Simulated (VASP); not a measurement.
The system is HgTe.

```xyz
2
Lattice="4.0428 0.0000 0.0000 0.0000 4.0428 0.0000 0.0000 0.0000 3.3119" Properties=species:S:1:pos:R:3 pbc="T T T"
Hg    2.0214    2.0214    0.0000
Te    0.0000    0.0000    1.6559
```

```yaml
Program: VASP 6.6.1
Task: relaxation of cell and atoms
Functional: r2SCAN
Potentials_or_basis: VASP PAW PBE potentials, release 64 (Hg, Te)
Cutoff: 600 eV
k_mesh: 4 × 4 × 6
Occupations: gaussian, width 0.1 eV
Spin: no spin polarisation
```

At the start: pressure 1.5 GPa; volume 27.06 Å³/atom.

Task: Where does the relaxation end?

Result: Over 22 steps the energy falls by 162.6 meV/atom and the volume is 27.35 Å³/atom (+1.0 %); space group P4/mmm (No. 123, to 0.05 Å).

The path:
```
step  energy change (eV)  largest force (eV/Å)  pressure (GPa)  volume (Å³)
   1              0.0000                0.0000            1.51        54.13
   2             -0.0077                0.0000           -0.37        56.15
   3             -0.0080                0.0000           -0.06        55.78
   4             -0.0080                0.0000           -0.07        55.81
   5             -0.0087                0.0000           -0.12        55.78
   6             -0.0120                0.0000           -0.22        55.69
   7             -0.0220                0.0000           -0.31        55.47
   8             -0.0425                0.0000           -0.20        54.96
   9             -0.0566                0.0000            0.90        53.64
  10             -0.1862                0.0000            5.74        49.92
  11              1.6869                0.0000           45.39        39.27
  12             -0.1733                0.0000            8.39        48.38
  13             -0.1620                0.0000            9.01        48.09
  14             -0.1758                0.0000            8.47        48.34
  15             -0.2131                0.0000            7.08        49.11
  16             -0.2698                0.0000            4.62        50.66
  17             -0.3216                0.0000            0.74        53.87
  18             -0.3235                0.0000            0.08        54.57
  19             -0.3236                0.0000           -0.04        54.70
  20             -0.3238                0.0000           -0.04        54.70
  21             -0.3245                0.0000           -0.03        54.70
  22             -0.3252                0.0000           -0.01        54.69
```

Final structure:
```xyz
2
Lattice="3.4089 0.0000 0.0000 0.0000 3.4089 0.0000 0.0000 0.0000 4.7067" Properties=species:S:1:pos:R:3 pbc="T T T"
Hg    1.7045    1.7045    0.0000
Te    0.0000    3.4089    2.3533
```

Caveat: the k points lie up to 0.46 Å⁻¹ apart in the final cell; the PAW data sets were made with another functional, which shifts forces and pressure a little.
